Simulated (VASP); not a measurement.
# HfGe (P4/mmm) in VASP: notebook

The runs below take HfGe through single point, with HSE06, PBEsol-based global hybrid, PBE-based screened hybrid, PBE0.

Program: VASP 6.6.1. These are calculated values, not measurements. Logs are shortened: lines on timing, memory, paths and dates and some standing lists are left out, and cuts for length are marked.

**1. The cell of the first run**

The structure is tetragonal, space group P4/mmm (No. 123). Conventional cell: a = 3.757 Å, b = 3.757 Å, c = 3.243 Å, α = 90.00°, β = 90.00°, γ = 90.00°. Hf (site symmetry 4/mmm) has 4 Ge at 2.66 Å and 2 Hf at 3.24 Å within 3.5 Å. Within 3.5 Å of Ge (site symmetry 4/mmm) lie 4 Hf at 2.66 Å and 2 Ge at 3.24 Å.

**2. Single point, HSE06**

File POSCAR:

```
HfGe
1.0
    3.7570439453      0.0000000000      0.0000000000
    0.0000000000      3.7570439453      0.0000000000
    0.0000000000      0.0000000000      3.2425247177
Hf Ge
1 1
Direct
    0.5000000000      0.5000000000      0.0000000000
    0.0000000000      0.0000000000      0.0000000000
```

File INCAR.step1:

```
  PREC = Accurate
  ENCUT = 520
  EDIFF = 1E-5
  ISMEAR = -1
  SIGMA = 0.05
  LREAL = F
  LASPH = T
  NELM = 80
  ALGO = Normal
  ISIF = 2
  LWAVE = T
  LCHARG = F
  GGA = PE
  NBANDS = 19
```

File INCAR.step2:

```
  PREC = Accurate
  ENCUT = 520
  EDIFF = 1E-6
  ISMEAR = -1
  SIGMA = 0.05
  LREAL = F
  LASPH = T
  NELM = 80
  ALGO = Normal
  ISIF = 2
  LWAVE = F
  LCHARG = F
  GGA = PE
  LHFCALC = T
  HFSCREEN = 0.2079
  PRECFOCK = Normal
  ISTART = 1
  NBANDS = 19
```

File KPOINTS:

```
Automatic mesh
0
Gamma
  4 4 4
```

Potentials or basis: VASP PAW PBE potentials, release 64 (Hf_pv, Ge_d).

Run with:

```bash
> cat potpaw_PBE.64/Hf_pv/POTCAR potpaw_PBE.64/Ge_d/POTCAR > POTCAR
> cp INCAR.step1 INCAR
> mpirun -np 1 vasp_std > vasp.out
> cp INCAR.step2 INCAR
> mpirun -np 1 vasp_std > vasp.out
```

OUTCAR:

```text
PREC = Accurate
   ENCUT = 520
   EDIFF = 1E-6
   ISMEAR = -1
   LREAL = F
   LASPH = T
   NELM = 80
   ISIF = 2
   GGA = PE
   LHFCALC = T
   HFSCREEN = 0.2079
   PRECFOCK = Normal
   ISTART = 1

 ion  position               nearest neighbor table
   1  0.500  0.500  0.000-   2 2.66   2 2.66   2 2.66   2 2.66
   2  0.000  0.000  0.000-   1 2.66   1 2.66   1 2.66   1 2.66

  LATTYP: Found a simple tetragonal cell.
 ALAT       =     3.7570439453
 C/A-ratio  =     0.8630521136

  Lattice vectors:

 A1 = (   3.7570439453,   0.0000000000,   0.0000000000)
 A2 = (   0.0000000000,   3.7570439453,   0.0000000000)
 A3 = (   0.0000000000,   0.0000000000,   3.2425247177)

Analysis of symmetry for initial positions (statically):
=====================================================================
 Subroutine PRICEL returns:
 Original cell was already a primitive cell.

 Routine SETGRP: Setting up the symmetry group for a
 simple tetragonal supercell.

 Subroutine GETGRP returns: Found 16 space group operations
 (whereof 16 operations were pure point group operations)
 out of a pool of 16 trial point group operations.

The static configuration has the point symmetry D_4h.

Analysis of symmetry for dynamics (positions and initial velocities):
=====================================================================
 Subroutine PRICEL returns:
 Original cell was already a primitive cell.

 Routine SETGRP: Setting up the symmetry group for a
 simple tetragonal supercell.

 Subroutine GETGRP returns: Found 16 space group operations
 (whereof 16 operations were pure point group operations)
 out of a pool of 16 trial point group operations.

The dynamic configuration has the point symmetry D_4h.

 Subroutine INISYM returns: Found 16 space group operations
 (whereof 16 operations are pure point group operations),
 and found     1 'primitive' translations

----------------------------------------------------------------------------------------

                                     Primitive cell

  volume of cell :      45.7695

  direct lattice vectors                    reciprocal lattice vectors
     3.757043945  0.000000000  0.000000000     0.266166703  0.000000000  0.000000000
[... 81 lines left out ...]
   EDIFFG = 0.1E-04   stopping-criterion for IOM
   NSW    =      0    number of steps for IOM
   IBRION =     -1    ionic relax: 0-MD 1-quasi-New 2-CG
   NFREE  =      0    steps in history (QN), initial steepest desc. (CG)
   ISIF   =      2    stress and relaxation
   ISYM   =      3    0-nonsym 1-usesym 2-fastsym
   POTIM  = 0.5000    time-step for ionic-motion
   TEBEG  =    0.0;   TEEND  =   0.0 temperature during run
   PSTRESS=    0.0 pullay stress
   NELECT =      24.0000    total number of electrons
   NUPDOWN=      -1.0000    fix difference up-down
   EMIN   =  10.00;   EMAX   =-10.00  energy-range for DOS
   EFERMI =   0.00;   METHOD = LEGACY
   ISMEAR =    -1;   SIGMA  =   0.05  broadening in eV -4-tet -1-fermi 0-gaus
   EFERMI_NEDOS =   21; number of points for ismear=-14 and -15
   IALGO  =     38    algorithm
   IMIX   =      1    mixing-type and parameters
     AMIX     =   0.40;   BMIX     =  1.00
     AMIX_MAG =   1.60;   BMIX_MAG =  1.00
  volume/ion in A,a.u.               =      22.88       154.43
  Fermi-wavevector in a.u.,A,eV,Ry     =   1.320140  2.494703 23.711817  1.742769
  Thomas-Fermi vector in A             =   2.449988
   LORBIT       =      0    0 simple, 1 ext, 2 COOP (PROOUT), +10 PAW based schemes
   GGA     = PE    functional components
   LHFCALC =     T    Hartree Fock is set to
   PRECFOCK=normal    Normal, Fast or Accurate (Low or Medium for compatibility)
   ENCUT4O =  -1.0   cutoff for four orbital integrals eV
   NKREDX  =     1    reduce k-point grid by
   NKREDY  =     1    reduce k-point grid by
   NKREDZ  =     1    reduce k-point grid by
   AEXX    =    0.2500 exact exchange contribution
   HFSCREEN=    0.2079 screening length (either q_TF or 0.3 A-1)
   HFSCREENC=   0.2079 screening length for correlation (either q_TF or 0.3 A-1)
   ENCUTFOCK=  -1.0 apply spherical cutoff to Coloumb kernel
   IVDW    =     0    specifies the selected vdW correction
   LEPSILON=     F    determine dielectric tensor
   LRPA    =     F    only Hartree local field effects (RPA)
 non-spin polarized calculation
  energy-cutoff  :      520.00
  volume of cell :       45.77
 maximum number of plane-waves:      1252
 NGX is ok and might be reduce to    28
  NGX = 24; NGY = 24; NGZ = 20

 number of electron      23.9999966 magnetization

 Free energy of the ion-electron system (eV)
  ---------------------------------------------------
  ext. energy  EPLUGINS =         0.00000000
  ---------------------------------------------------
  free energy    TOTEN  =       -16.34002960 eV

  energy without entropy =      -16.33188190  energy(sigma->0) =      -16.33595575

 E-fermi :   4.3161     XC(G=0):  -8.7816

 val. band max:        4.1795961268   @ k =   0.5000   0.2500   0.2500
 cond. band min:       4.3539583217   @ k =   0.2500   0.2500   0.5000
 fundamental gap:      0.1743621949
 Fermi energy:         4.3161345705

 k-point     1 :       0.0000    0.0000    0.0000
  band No.  band energies     occupation
      1     -28.8079      2.00000
      2     -28.7593      2.00000
      3     -28.7593      2.00000
      4     -22.6431      2.00000
      5     -22.5573      2.00000
      6     -22.5573      2.00000
[... 373 lines left out ...]
      6     -22.5755      2.00000
[... 11 lines left out ...]
     18      11.5506      0.00000
     19      12.3684      0.00000

------------------------ aborting loop because EDIFF is reached ----------------------------------------

  FORCE on cell =-STRESS in cart. coord.  units (eV):
  Direction    XX          YY          ZZ          XY          YZ          ZX
  --------------------------------------------------------------------------------------
  -------------------------------------------------------------------------------------
  Total       -0.3089455     -0.3089455     -0.1379692      0.0000000      0.0000000      0.0000000
  in kB      -10.8147544    -10.8147544     -4.8296653      0.0000000      0.0000000      0.0000000
  external PRESSURE =      -8.8197247 kB  Pullay stress =       0.0000000 kB

 VOLUME and BASIS-vectors are now :
 -----------------------------------------------------------------------------
  energy-cutoff  :      520.00
  volume of cell :       45.77
      direct lattice vectors                 reciprocal lattice vectors
     3.757043945  0.000000000  0.000000000     0.266166703  0.000000000  0.000000000
     0.000000000  3.757043945  0.000000000     0.000000000  0.266166703  0.000000000
     0.000000000  0.000000000  3.242524718     0.000000000  0.000000000  0.308401658

 POSITION                                       TOTAL-FORCE (eV/Angst)
 -----------------------------------------------------------------------------------
      1.87852      1.87852      0.00000         0.000000      0.000000      0.000000
      0.00000      0.00000      0.00000         0.000000      0.000000      0.000000
 -----------------------------------------------------------------------------------
    total drift:                               -0.000000      0.000006      0.000005

  FREE ENERGIE OF THE ION-ELECTRON SYSTEM (eV)
  ---------------------------------------------------
  free  energy   TOTEN  =       -16.3400296007 eV

  energy  without entropy=      -16.3318818957  energy(sigma->0) =      -16.33595575
```

OUTCAR.step1:

```text
PREC = Accurate
   ENCUT = 520
   EDIFF = 1E-5
   ISMEAR = -1
   LREAL = F
[... 610 lines left out ...]
      1.87852      1.87852      0.00000         0.000000      0.000000      0.000000
      0.00000      0.00000      0.00000         0.000000      0.000000      0.000000
 -----------------------------------------------------------------------------------
    total drift:                                0.000000      0.000000     -0.000000

  FREE ENERGIE OF THE ION-ELECTRON SYSTEM (eV)
  ---------------------------------------------------
  free  energy   TOTEN  =       -14.1960868472 eV

  energy  without entropy=      -14.1820605531  energy(sigma->0) =      -14.18907370
```

OSZICAR.step1:

```text
N       E                     dE             d eps       ncg     rms          rms(c)
DAV:   1     0.151617566100E+03    0.15162E+03   -0.12855E+04   813   0.268E+03
DAV:   2     0.267854797135E+01   -0.14894E+03   -0.14487E+03   719   0.566E+02
DAV:   3    -0.146148502818E+02   -0.17293E+02   -0.16990E+02   832   0.108E+02
DAV:   4    -0.151323185186E+02   -0.51747E+00   -0.51688E+00   801   0.192E+01
DAV:   5    -0.151411958248E+02   -0.88773E-02   -0.88768E-02   808   0.300E+00    0.387E+01
DAV:   6    -0.142930954578E+02    0.84810E+00   -0.20261E+00   980   0.799E+00    0.255E+01
DAV:   7    -0.142231310268E+02    0.69964E-01   -0.71455E-01   745   0.598E+00    0.342E+00
DAV:   8    -0.141977384035E+02    0.25393E-01   -0.20047E-01   838   0.203E+00    0.954E-01
DAV:   9    -0.141962370890E+02    0.15013E-02   -0.12447E-02   879   0.937E-01    0.355E-01
DAV:  10    -0.141960883420E+02    0.14875E-03   -0.75969E-04   858   0.291E-01    0.152E-01
DAV:  11    -0.141960967300E+02   -0.83880E-05   -0.15359E-04   897   0.106E-01    0.433E-02
DAV:  12    -0.141960868472E+02    0.98828E-05   -0.51578E-05   633   0.328E-02
   1 F= -.14196087E+02 E0= -.14189074E+02  d E =-.140263E-01
```

Run time: 49 min. Hardware: 1 thread of AMD EPYC 7R13, shared host; peak memory 0.26 GiB.

Results:

| Quantity | Value |
| --- | --- |
| Free energy | -16.3400 eV |
| Pressure | -0.9 GPa |
| Band gap on the k mesh | zero (band 12 reaches 5.81 eV, above the bottom of band 13 at 3.62 eV) |

Levels at points of the mesh, in eV from the Fermi level:
```tsv
k point	band 10	band 11	band 12	band 13	band 14	band 15
(0.00, 0.00, 0.00)	-1.93	-1.00	1.12	1.12	2.23	4.55
(0.50, 0.00, 0.00)	-6.04	-2.30	-1.20	2.12	4.00	4.72
(0.50, 0.50, 0.00)	-2.88	-2.88	-1.79	3.48	3.52	3.52
(0.00, 0.00, 0.50)	-3.96	0.07	1.50	1.50	2.63	2.82
(0.50, 0.00, 0.50)	-4.09	-4.01	-1.46	1.41	1.97	4.39
(0.50, 0.50, 0.50)	-1.16	-1.02	-1.02	-0.70	-0.70	4.03
```

Caveat: the k points lie up to 0.48 Å⁻¹ apart; the PAW data sets were made with another functional, which shifts forces and pressure a little; spin-orbit coupling is left out, which moves the levels of the heavy elements.

**3. Single point, PBEsol-based global hybrid**

This run uses another cell than the first one, of 22.34 Å³/atom, 0.976 times its volume.

File POSCAR:

```
HfGe
1.0
    3.7203336413      0.0000000000      0.0000000000
    0.0000000000      3.7203336413      0.0000000000
    0.0000000000      0.0000000000      3.2275222958
Hf Ge
1 1
Direct
    0.5000000000      0.5000000000      0.0000000000
    0.0000000000      0.0000000000      0.0000000000
```

File INCAR.step1:

```
SYSTEM = HfGe
PREC     = Accurate       ! precision mode
ENCUT    = 520            ! plane-wave cutoff, eV
EDIFF    = 1E-5           ! SCF threshold, eV
ISMEAR   = -1             ! smearing method
SIGMA    = 0.05           ! smearing width, eV
LREAL    = .False.        ! projectors in reciprocal space
LASPH    = .True.         ! aspherical terms in the spheres
NELM     = 60             ! most SCF steps
ALGO     = Normal         ! electronic algorithm
ISIF     = 2              ! what is computed and relaxed
LWAVE    = .True.         ! write WAVECAR
LCHARG   = .False.        ! write CHGCAR
NBANDS   = 19             ! bands
GGA      = PE             ! functional
```

File INCAR.step2:

```
SYSTEM = HfGe
PREC     = Accurate       ! precision mode
ENCUT    = 520            ! plane-wave cutoff, eV
EDIFF    = 1E-6           ! SCF threshold, eV
ISMEAR   = -1             ! smearing method
SIGMA    = 0.05           ! smearing width, eV
LREAL    = .False.        ! projectors in reciprocal space
LASPH    = .True.         ! aspherical terms in the spheres
NELM     = 60             ! most SCF steps
ALGO     = Normal         ! electronic algorithm
ISIF     = 2              ! what is computed and relaxed
LWAVE    = .False.        ! write WAVECAR
LCHARG   = .False.        ! write CHGCAR
GGA      = PS             ! functional
LHFCALC  = .True.         ! exact exchange
AEXX     = 0.25           ! exact-exchange fraction
PRECFOCK = Normal       
NBANDS   = 19             ! bands
ISTART   = 1
```

File KPOINTS:

```
regular mesh
0
Gamma
  4 4 4
  0 0 0
```

Potentials or basis: VASP PAW PBE potentials, release 64 (Hf_pv, Ge_d).

Run with:

```bash
> cat potpaw_PBE.64/Hf_pv/POTCAR potpaw_PBE.64/Ge_d/POTCAR > POTCAR
> cp INCAR.step1 INCAR
> mpirun -np 1 vasp_std > vasp.out
> cp INCAR.step2 INCAR
> mpirun -np 1 vasp_std > vasp.out
```

It took 24 min on 1 thread of AMD EPYC 7R43 (Zen 3), shared host; peak memory 0.14 GiB.

The run converged. Its results:

```
Free energy            : -18.5727 eV
Pressure               : -1.1 GPa
Band gap on the k mesh : zero (band 12 reaches 6.25 eV, above the bottom of band 13 at 3.35 eV)
```

Stress tensor (GPa, compression positive):
```
-0.80  0.00  0.00
 0.00 -0.80  0.00
 0.00  0.00 -1.56
```

Levels at points of the mesh, in eV from the Fermi level:
| k point | band 8 | band 9 | band 10 | band 11 | band 12 | band 13 | band 14 | band 15 | band 16 | band 17 |
| --- | --- | --- | --- | --- | --- | --- | --- | --- | --- | --- |
| (0.00, 0.00, 0.00) | -27.21 | -12.08 | -2.47 | -1.53 | 1.44 | 1.44 | 2.52 | 4.88 | 4.90 | 4.90 |
| (0.50, 0.00, 0.00) | -27.19 | -9.78 | -6.68 | -2.86 | -1.69 | 2.32 | 4.37 | 5.07 | 6.12 | 9.32 |
| (0.50, 0.50, 0.00) | -27.18 | -10.13 | -3.37 | -3.37 | -2.25 | 3.81 | 3.81 | 3.89 | 5.18 | 6.33 |
| (0.00, 0.00, 0.50) | -27.21 | -10.10 | -4.56 | 0.16 | 1.78 | 1.78 | 2.92 | 3.17 | 3.17 | 6.89 |
| (0.50, 0.00, 0.50) | -27.19 | -7.70 | -4.70 | -4.66 | -2.01 | 1.66 | 2.24 | 4.76 | 4.89 | 7.78 |
| (0.50, 0.50, 0.50) | -27.18 | -8.48 | -1.61 | -1.56 | -1.56 | -1.13 | -1.13 | 4.45 | 5.29 | 5.46 |

Caveat: the k points lie up to 0.49 Å⁻¹ apart; the PAW data sets were made with another functional, which shifts forces and pressure a little; spin-orbit coupling is left out, which moves the levels of the heavy elements.

**4. Single point, PBE-based screened hybrid**

This run uses another cell than the first one, of 22.64 Å³/atom, 0.989 times its volume.

File POSCAR:

```
HfGe
1.0
    3.7654207229      0.0000000000      0.0000000000
    0.0000000000      3.7654207229      0.0000000000
    0.0000000000      0.0000000000      3.1932745282
Hf Ge
1 1
Direct
    0.5000000000      0.5000000000      0.0000000000
    0.0000000000      0.0000000000      0.0000000000
```

File INCAR.step1:

```
PREC     = Accurate       # precision mode
ENCUT    = 520            # plane-wave cutoff, eV
EDIFF    = 1E-5           # SCF threshold, eV
ISMEAR   = -1             # smearing method
SIGMA    = 0.05           # smearing width, eV
LREAL    = False          # projectors in reciprocal space
LASPH    = True           # aspherical terms in the spheres
NELM     = 80             # most SCF steps
ALGO     = Normal         # electronic algorithm
ISIF     = 2              # what is computed and relaxed
LWAVE    = True           # write WAVECAR
NBANDS   = 19             # bands
GGA      = PE             # functional
```

File INCAR.step2:

```
PREC     = Accurate       # precision mode
ENCUT    = 520            # plane-wave cutoff, eV
EDIFF    = 1E-6           # SCF threshold, eV
ISMEAR   = -1             # smearing method
SIGMA    = 0.05           # smearing width, eV
LREAL    = False          # projectors in reciprocal space
LASPH    = True           # aspherical terms in the spheres
NELM     = 80             # most SCF steps
ALGO     = Normal         # electronic algorithm
ISIF     = 2              # what is computed and relaxed
LWAVE    = False          # write WAVECAR
LCHARG   = True           # write CHGCAR
GGA      = PE             # functional
LHFCALC  = True           # exact exchange
AEXX     = 0.25           # exact-exchange fraction
HFSCREEN = 0.3            # screening, 1/A
PRECFOCK = Normal       
LELF     = True           # ELF
LVHAR    = True         
NBANDS   = 19             # bands
ISTART   = 1
```

File KPOINTS:

```
regular mesh
0
Gamma
  4 4 4
```

Run with:

```bash
> cat potpaw_PBE.64/Hf_pv/POTCAR potpaw_PBE.64/Ge_d/POTCAR > POTCAR
> cp INCAR.step1 INCAR
> mpirun -np 1 vasp_std > vasp.out
> cp INCAR.step2 INCAR
> mpirun -np 1 vasp_std > vasp.out
```

It took 21 min on 1 thread of AMD EPYC 7R43 (Zen 3), shared host; peak memory 0.24 GiB.

Results (log left out):

```yaml
Free_energy: -15.8575 eV
Pressure: -0.8 GPa
Band_gap_on_the_k_mesh: zero (band 12 reaches 5.69 eV, above the bottom of band 13 at 3.88 eV)
```

Stress tensor (GPa, compression positive):
```
-1.05  0.00  0.00
 0.00 -1.05  0.00
 0.00  0.00 -0.45
```

Levels at points of the mesh, in eV from the Fermi level:
| k point | band 8 | band 9 | band 10 | band 11 | band 12 | band 13 | band 14 | band 15 | band 16 | band 17 |
| --- | --- | --- | --- | --- | --- | --- | --- | --- | --- | --- |
| (0.00, 0.00, 0.00) | -26.67 | -11.29 | -1.88 | -0.98 | 0.99 | 0.99 | 2.15 | 4.53 | 4.53 | 4.78 |
| (0.50, 0.00, 0.00) | -26.66 | -9.16 | -5.92 | -2.22 | -1.20 | 2.26 | 3.83 | 4.69 | 5.56 | 8.78 |
| (0.50, 0.50, 0.00) | -26.65 | -9.42 | -2.82 | -2.82 | -1.84 | 3.31 | 3.56 | 3.56 | 4.64 | 5.70 |
| (0.00, 0.00, 0.50) | -26.67 | -9.21 | -3.87 | 0.13 | 1.27 | 1.27 | 2.61 | 2.78 | 2.78 | 6.45 |
| (0.50, 0.00, 0.50) | -26.66 | -7.00 | -3.97 | -3.88 | -1.30 | 1.41 | 1.74 | 4.19 | 4.27 | 7.54 |
| (0.50, 0.50, 0.50) | -26.65 | -7.68 | -1.27 | -1.07 | -1.07 | -0.55 | -0.55 | 3.93 | 4.85 | 4.95 |

Caveat: the k points lie up to 0.49 Å⁻¹ apart; the PAW data sets were made with another functional, which shifts forces and pressure a little; spin-orbit coupling is left out, which moves the levels of the heavy elements.

[end of part 1 of 2]
